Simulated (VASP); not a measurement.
A run of VASP 6.6.1 is set up as follows.

INCAR

```
SYSTEM = SnSe
PREC = Accurate ; ENCUT = 520
EDIFF = 1E-6 ; ISMEAR = 0
SIGMA = 0.02 ; LREAL = .False.
LASPH = .True. ; NELM = 100
ALGO = Normal ; ISIF = 2
LWAVE = .False. ; LCHARG = .True.
GGA = PE ; LELF = .True.
LVHAR = .True. ; NBANDS = 28
```

Contents of KPOINTS:

```
regular mesh
0
Gamma
  6 6 4
  0 0 0
```

The input POSCAR:

```
SnSe
1.0
    4.2853274191      0.0000000000      0.0000000000
    0.0000000000      4.2853274191      0.0000000000
    0.0000000000      0.0000000000     10.9906921300
Sn Se
2 2
Direct
    0.5000000000      0.0000000000      0.3722291100
    0.0000000000      0.5000000000      0.6277708900
    0.5000000000      0.0000000000      0.6160394900
    0.0160897857      0.5047814316      0.3790381630
```

Potentials or basis: VASP PAW PBE potentials, release 64 (Sn_d, Se).

Run with:

```console
$ cat potpaw_PBE.64/Sn_d/POTCAR potpaw_PBE.64/Se/POTCAR > POTCAR
$ mpirun -np 1 vasp_std > vasp.out
```

Question: Predict the largest force.

Answer: 0.324 eV/Å.

Question: Estimate the band gap on the k mesh.

Answer: 1.51 eV, indirect (least direct gap 1.55 eV).

Forces in eV/Å, atoms in the order of the input:
```
Sn   0.013  0.004 -0.209
Sn  -0.019 -0.006 -0.138
Se   0.099  0.030  0.307
Se  -0.092 -0.028  0.040
```

Caveat: the cell differs from its parent crystal (one atom moved); spin-orbit coupling is left out, which moves the levels of the heavy elements.
